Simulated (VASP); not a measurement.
# CrCN (P4/mmm) in VASP: notebook

CrCN is run at these levels: PBE; tasks: single point.

Program: VASP 6.6.1. These are calculated values, not measurements. Logs are shortened: lines on timing, memory, paths and dates and some standing lists are left out, and cuts for length are marked.

## Step 1: The cell of the first run

Symmetry: P4/mmm, No. 123, tetragonal system. The conventional cell has a = 2.740 Å, b = 2.740 Å, c = 3.857 Å, α = 90.00°, β = 90.00°, γ = 90.00°. Within 2.6 Å of Cr (site symmetry 4/mmm) lie 2 C at 1.93 Å and 4 N at 1.94 Å. Within 2.6 Å of C (site symmetry 4/mmm) lie 2 Cr at 1.93 Å. N (site symmetry 4/mmm) has 4 Cr at 1.94 Å within 2.6 Å.

## Step 2: Single point, PBE, collinear spin, ferromagnetic start

Contents of INCAR:

```
PREC     = Accurate       # precision mode
ENCUT    = 520            # plane-wave cutoff, eV
EDIFF    = 1E-7           # SCF threshold, eV
ISMEAR   = 0              # smearing method
SIGMA    = 0.1            # smearing width, eV
LREAL    = F              # projectors in reciprocal space
LASPH    = T              # aspherical terms in the spheres
NELM     = 150            # most SCF steps
ALGO     = Normal         # electronic algorithm
ISIF     = 2              # what is computed and relaxed
LWAVE    = F              # write WAVECAR
LCHARG   = F              # write CHGCAR
ISPIN    = 2              # spin polarisation
MAGMOM   = 3 0 0          # initial moments
LORBIT   = 11             # projections on sites
LMAXMIX  = 4              # l up to which the mixer works
GGA      = PE             # functional
NBANDS   = 22             # bands
```

Contents of KPOINTS:

```
Automatic mesh
0
Gamma
  6 6 4
```

Contents of POSCAR:

```
CrCN
1.0
    2.7404622164      0.0000000000      0.0000000000
    0.0000000000      2.7404622164      0.0000000000
    0.0000000000      0.0000000000      3.8565247394
Cr C N
1 1 1
Direct
    0.0000000000      0.0000000000      0.0000000000
    0.0000000000      0.0000000000      0.5000000000
    0.5000000000      0.5000000000      0.0000000000
```

Potentials or basis: VASP PAW PBE potentials, release 64 (Cr_pv, C, N).

Started as:

```sh
> cat potpaw_PBE.64/Cr_pv/POTCAR potpaw_PBE.64/C/POTCAR potpaw_PBE.64/N/POTCAR > POTCAR
> mpirun -np 1 vasp_std > vasp.out
```

OUTCAR:

```text
PREC = Accurate
   ENCUT = 520
   EDIFF = 1E-7
   ISMEAR = 0
   LREAL = F
   LASPH = T
   NELM = 150
   ISIF = 2
   ISPIN = 2
   LORBIT = 11
   GGA = PE

 ion  position               nearest neighbor table
   1  0.000  0.000  0.000-   2 1.93   2 1.93   3 1.94   3 1.94   3 1.94   3 1.94
   2  0.000  0.000  0.500-   1 1.93   1 1.93
   3  0.500  0.500  0.000-   1 1.94   1 1.94   1 1.94   1 1.94

  LATTYP: Found a simple tetragonal cell.
 ALAT       =     2.7404622164
 C/A-ratio  =     1.4072533882

  Lattice vectors:

 A1 = (   2.7404622164,   0.0000000000,   0.0000000000)
 A2 = (   0.0000000000,   2.7404622164,   0.0000000000)
 A3 = (   0.0000000000,   0.0000000000,   3.8565247394)

Analysis of symmetry for initial positions (statically):
=====================================================================
 Subroutine PRICEL returns:
 Original cell was already a primitive cell.

 Routine SETGRP: Setting up the symmetry group for a
 simple tetragonal supercell.

 Subroutine GETGRP returns: Found 16 space group operations
 (whereof 16 operations were pure point group operations)
 out of a pool of 16 trial point group operations.

The static configuration has the point symmetry D_4h.

Analysis of symmetry for dynamics (positions and initial velocities):
=====================================================================
 Subroutine PRICEL returns:
 Original cell was already a primitive cell.

 Routine SETGRP: Setting up the symmetry group for a
 simple tetragonal supercell.

 Subroutine GETGRP returns: Found 16 space group operations
 (whereof 16 operations were pure point group operations)
 out of a pool of 16 trial point group operations.

The dynamic configuration has the point symmetry D_4h.

Analysis of structural, dynamic, and magnetic symmetry:
=====================================================================
 Subroutine PRICEL returns:
 Original cell was already a primitive cell.

 Routine SETGRP: Setting up the symmetry group for a
 simple tetragonal supercell.

 Subroutine GETGRP returns: Found 16 space group operations
 (whereof 16 operations were pure point group operations)
 out of a pool of 16 trial point group operations.

The overall configuration has the point symmetry D_4h.

 Subroutine INISYM returns: Found 16 space group operations
 (whereof 16 operations are pure point group operations),
 and found     1 'primitive' translations

----------------------------------------------------------------------------------------

                                     Primitive cell

  volume of cell :      28.9630

  direct lattice vectors                    reciprocal lattice vectors
     2.740462216  0.000000000  0.000000000     0.364901948  0.000000000  0.000000000
     0.000000000  2.740462216  0.000000000     0.000000000  0.364901948  0.000000000
     0.000000000  0.000000000  3.856524739     0.000000000  0.000000000  0.259300813

  length of vectors
     2.740462216  2.740462216  3.856524739     0.364901948  0.364901948  0.259300813

  position of ions in fractional coordinates (direct lattice)
     0.000000000  0.000000000  0.000000000
     0.000000000  0.000000000  0.500000000
     0.500000000  0.500000000  0.000000000

  ion indices of the primitive-cell ions
   primitive index   ion index
                 1           1
                 2           2
                 3           3

----------------------------------------------------------------------------------------

 KPOINTS: Automatic mesh

Automatic generation of k-mesh.
 Grid dimensions read from file:
 generate k-points for:    6    6    4

 Generating k-lattice:

  Cartesian coordinates                     Fractional coordinates (reciprocal lattice)
     0.060816991  0.000000000  0.000000000     0.166666667  0.000000000  0.000000000
     0.000000000  0.060816991  0.000000000     0.000000000  0.166666667  0.000000000
     0.000000000  0.000000000  0.064825203     0.000000000  0.000000000  0.250000000

  Length of vectors
     0.060816991  0.060816991  0.064825203

  Shift w.r.t. Gamma in fractional coordinates (k-lattice)
     0.000000000  0.000000000  0.000000000

 Subroutine IBZKPT returns following result:
 ===========================================

 Found     30 irreducible k-points:

 Following reciprocal coordinates:
            Coordinates               Weight
  0.000000  0.000000  0.000000      1.000000
  0.166667  0.000000  0.000000      4.000000
  0.333333  0.000000  0.000000      4.000000
  0.500000  0.000000  0.000000      2.000000
  0.166667  0.166667  0.000000      4.000000
  0.333333  0.166667  0.000000      8.000000
[... 16 lines left out ...]
  0.333333  0.000000  0.500000      4.000000
  0.500000  0.000000  0.500000      2.000000
 [... further k-points ...]
   k-points           NKPTS =     30   k-points in BZ     NKDIM =     30   number of bands    NBANDS=     22
   number of dos      NEDOS =    301   number of ions     NIONS =      3
   total plane-waves  NPLWV =  12000
   dimension x,y,z NGX =    20 NGY =   20 NGZ =   30
   dimension x,y,z NGXF=    40 NGYF=   40 NGZF=   60
   ions per type =               1   1   1
   NGX,Y,Z   is equivalent  to a cutoff of  12.13, 12.13, 12.93 a.u.
   NGXF,Y,Z  is equivalent  to a cutoff of  24.27, 24.27, 25.86 a.u.
 SYSTEM =  unknown system
   PREC   = accura    normal or accurate (medium, high low for compatibility)
   ISTART =      0    job   : 0-new  1-cont  2-samecut
   ICHARG =      2    charge: 1-file 2-atom 10-const
   ISPIN  =      2    spin polarized calculation?
   LNONCOLLINEAR =      F non collinear calculations
   LSORBIT =      F    spin-orbit coupling
   LASPH  =      T    aspherical Exc in radial PAW
   ENCUT  =  520.0 eV  38.22 Ry    6.18 a.u.   5.10  5.10  7.17*2*pi/ulx,y,z
   NELM   =    150;   NELMIN=  2; NELMDL= -5     # of ELM steps
   EDIFF  = 0.1E-06   stopping-criterion for ELM
   LREAL  =      F    real-space projection
   EDIFFG = 0.1E-05   stopping-criterion for IOM
   NSW    =      0    number of steps for IOM
   IBRION =     -1    ionic relax: 0-MD 1-quasi-New 2-CG
   NFREE  =      0    steps in history (QN), initial steepest desc. (CG)
   ISIF   =      2    stress and relaxation
   ISYM   =      2    0-nonsym 1-usesym 2-fastsym
   POTIM  = 0.5000    time-step for ionic-motion
   TEBEG  =    0.0;   TEEND  =   0.0 temperature during run
   PSTRESS=    0.0 pullay stress
   NELECT =      21.0000    total number of electrons
   NUPDOWN=      -1.0000    fix difference up-down
   EMIN   =  10.00;   EMAX   =-10.00  energy-range for DOS
   EFERMI =   0.00;   METHOD = LEGACY
   ISMEAR =     0;   SIGMA  =   0.10  broadening in eV -4-tet -1-fermi 0-gaus
   EFERMI_NEDOS =   21; number of points for ismear=-14 and -15
   IALGO  =     38    algorithm
   IMIX   =      4    mixing-type and parameters
     AMIX     =   0.40;   BMIX     =  1.00
     AMIX_MAG =   1.60;   BMIX_MAG =  1.00
  volume/ion in A,a.u.               =       9.65        65.15
  Fermi-wavevector in a.u.,A,eV,Ry     =   1.470731  2.779279 29.430091  2.163051
  Thomas-Fermi vector in A             =   2.585953
   LORBIT       =     11    0 simple, 1 ext, 2 COOP (PROOUT), +10 PAW based schemes
   GGA     = PE    functional components
   LHFCALC =     F    Hartree Fock is set to
   AEXX    =    0.0000 exact exchange contribution
   IVDW    =     0    specifies the selected vdW correction
   LEPSILON=     F    determine dielectric tensor
   LRPA    =     F    only Hartree local field effects (RPA)
 spin polarized calculation
 Gauss-broadening in eV      SIGMA  =   0.10
  energy-cutoff  :      520.00
  volume of cell :       28.96
 maximum number of plane-waves:       794
   NGX = 11   NGY = 11   NGZ = 15

 number of electron      20.9999992 magnetization      -0.0011698

 number of electron      20.9999992 magnetization       0.0011675

 Free energy of the ion-electron system (eV)
  ---------------------------------------------------
  ext. energy  EPLUGINS =         0.00000000
  ---------------------------------------------------
  free energy    TOTEN  =       -23.60651552 eV

  energy without entropy =      -23.58847373  energy(sigma->0) =      -23.59749462

 E-fermi :   6.8844     XC(G=0): -12.1488

 val. band max:        6.8657104952   @ k =   0.3333   0.3333   0.0000
 cond. band min:       6.8855070489   @ k =   0.1667   0.0000   0.0000
 fundamental gap:      0.0197965536
 Fermi energy:         6.8843972554

 spin component 1

 k-point     1 :       0.0000    0.0000    0.0000
  band No.  band energies     occupation
      1     -36.9626      1.00000
      2     -36.9626      1.00000
      3     -36.5941      1.00000
      4      -9.7236      1.00000
      5      -3.9026      1.00000
      6       2.1031      1.00000
[... 14 lines left out ...]
     21      25.8212      0.00000
     22      27.3846      0.00000

 k-point     2 :       0.1667    0.0000    0.0000
  band No.  band energies     occupation
      1     -37.0338      1.00000
      2     -36.9533      1.00000
      3     -36.5873      1.00000
      4      -9.3076      1.00000
      5      -3.6907      1.00000
      6       2.1442      1.00000
[... 14 lines left out ...]
     21      24.7619      0.00000
     22      25.5121      0.00000
[... 523 lines left out ...]
     21      25.1990      0.00000
     22      25.4465      0.00000

 k-point    24 :       0.5000    0.0000    0.5000
  band No.  band energies     occupation
      1     -37.2430      1.00000
      2     -36.9250      1.00000
      3     -36.5699      1.00000
      4      -7.4405      1.00000
      5      -1.9044      1.00000
      6      -0.7221      1.00000
[... 14 lines left out ...]
     21      24.9476      0.00000
     22      25.6816      0.00000

 [... further k-points ...]

 spin component 2

 k-point     1 :       0.0000    0.0000    0.0000
  band No.  band energies     occupation
      1     -36.9621      1.00000
      2     -36.9621      1.00000
      3     -36.5938      1.00000
      4      -9.7231      1.00000
      5      -3.9022      1.00000
      6       2.1036      1.00000
[... 14 lines left out ...]
     21      25.8216      0.00000
     22      27.3847      0.00000

 k-point     2 :       0.1667    0.0000    0.0000
  band No.  band energies     occupation
      1     -37.0333      1.00000
      2     -36.9528      1.00000
      3     -36.5871      1.00000
      4      -9.3070      1.00000
      5      -3.6903      1.00000
      6       2.1447      1.00000
[... 14 lines left out ...]
     21      24.7621      0.00000
     22      25.5124      0.00000
[... 523 lines left out ...]
     21      25.1994      0.00000
     22      25.4469      0.00000

 k-point    24 :       0.5000    0.0000    0.5000
  band No.  band energies     occupation
      1     -37.2425      1.00000
      2     -36.9245      1.00000
      3     -36.5696      1.00000
      4      -7.4398      1.00000
      5      -1.9039      1.00000
      6      -0.7217      1.00000
[... 14 lines left out ...]
     21      24.9478      0.00000
     22      25.6818      0.00000

 [... further k-points ...]
[... 5 lines left out ...]
  --------------------------------------------------------------------------------------
  -------------------------------------------------------------------------------------
  Total       -0.0572946     -0.0572946     -0.0600632      0.0000000     -0.0000000      0.0000000
  in kB       -3.1694237     -3.1694237     -3.3225764      0.0000000     -0.0000000      0.0000000
  external PRESSURE =      -3.2204746 kB  Pullay stress =       0.0000000 kB

 VOLUME and BASIS-vectors are now :
 -----------------------------------------------------------------------------
  energy-cutoff  :      520.00
  volume of cell :       28.96
      direct lattice vectors                 reciprocal lattice vectors
     2.740462216  0.000000000  0.000000000     0.364901948  0.000000000  0.000000000
     0.000000000  2.740462216  0.000000000     0.000000000  0.364901948  0.000000000
     0.000000000  0.000000000  3.856524739     0.000000000  0.000000000  0.259300813

 POSITION                                       TOTAL-FORCE (eV/Angst)
 -----------------------------------------------------------------------------------
      0.00000      0.00000      0.00000         0.000000      0.000000      0.000000
      0.00000      0.00000      1.92826         0.000000      0.000000      0.000000
      1.37023      1.37023      0.00000         0.000000      0.000000      0.000000
 -----------------------------------------------------------------------------------
    total drift:                                0.000000      0.000000     -0.000000

  FREE ENERGIE OF THE ION-ELECTRON SYSTEM (eV)
  ---------------------------------------------------
  free  energy   TOTEN  =       -23.6065155209 eV

  energy  without entropy=      -23.5884737285  energy(sigma->0) =      -23.59749462

 total charge

# of ion       s       p       d       tot
------------------------------------------
    1        0.415   6.540   4.349  11.303
    2        1.005   1.193   0.000   2.198
    3        1.291   2.378   0.000   3.669
--------------------------------------------------
tot          2.711  10.110   4.349  17.170

 magnetization (x)

# of ion       s       p       d       tot
------------------------------------------
    1        0.000   0.000   0.000   0.000
    2        0.000   0.000   0.000   0.000
    3        0.000   0.000   0.000   0.000
--------------------------------------------------
tot          0.000   0.000   0.000   0.001
```

Wall time 38 s (1 thread of Intel Xeon 6975P-C, shared host); peak memory 0.16 GiB.

Results:

- Free energy: -23.6065 eV
- Pressure: -0.3 GPa
- Net moment: 0.00 μB per cell
- Valence electrons inside the program's atomic spheres: Cr 11.30; C 2.20; N 3.67

Levels at points of the mesh, in eV from the Fermi level:
Spin up:
```
           k point  band 8  band 9  band 10  band 11  band 12  band 13
(0.00, 0.00, 0.00)   -1.99   -1.99    -0.28    -0.05    -0.05     1.56
(0.50, 0.00, 0.00)   -4.66   -2.35    -0.68     0.15     0.78     2.17
(0.50, 0.50, 0.00)   -1.74   -1.43    -1.43    -0.30    -0.30     0.44
(0.00, 0.00, 0.50)   -1.80   -1.80    -1.62    -1.13    -1.13    -0.27
(0.50, 0.00, 0.50)   -5.64   -4.33    -0.75     0.94     0.94     2.12
(0.50, 0.50, 0.50)   -3.94   -3.89    -3.89    -2.31     0.99     2.16
```
Spin down:
| k point | band 6 | band 7 | band 8 | band 9 | band 10 | band 11 | band 12 | band 13 | band 14 | band 15 |
| --- | --- | --- | --- | --- | --- | --- | --- | --- | --- | --- |
| (0.00, 0.00, 0.00) | -4.78 | -2.96 | -1.99 | -1.99 | -0.28 | -0.05 | -0.05 | 1.56 | 2.13 | 2.60 |
| (0.50, 0.00, 0.00) | -7.04 | -5.66 | -4.66 | -2.35 | -0.68 | 0.15 | 0.78 | 2.17 | 2.82 | 3.84 |
| (0.50, 0.50, 0.00) | -5.28 | -5.28 | -1.74 | -1.43 | -1.43 | -0.30 | -0.30 | 0.44 | 0.99 | 2.10 |
| (0.00, 0.00, 0.50) | -4.83 | -2.91 | -1.80 | -1.80 | -1.62 | -1.13 | -1.13 | -0.27 | 4.03 | 4.03 |
| (0.50, 0.00, 0.50) | -7.61 | -6.68 | -5.64 | -4.33 | -0.75 | 0.94 | 0.94 | 2.12 | 4.40 | 5.81 |
| (0.50, 0.50, 0.50) | -4.60 | -4.60 | -3.94 | -3.89 | -3.89 | -2.31 | 0.99 | 2.16 | 2.16 | 2.55 |

Caveat: the k points lie up to 0.41 Å⁻¹ apart; the starting moments collapsed, and a magnetic state may lie lower.

[end of part 1 of 2]
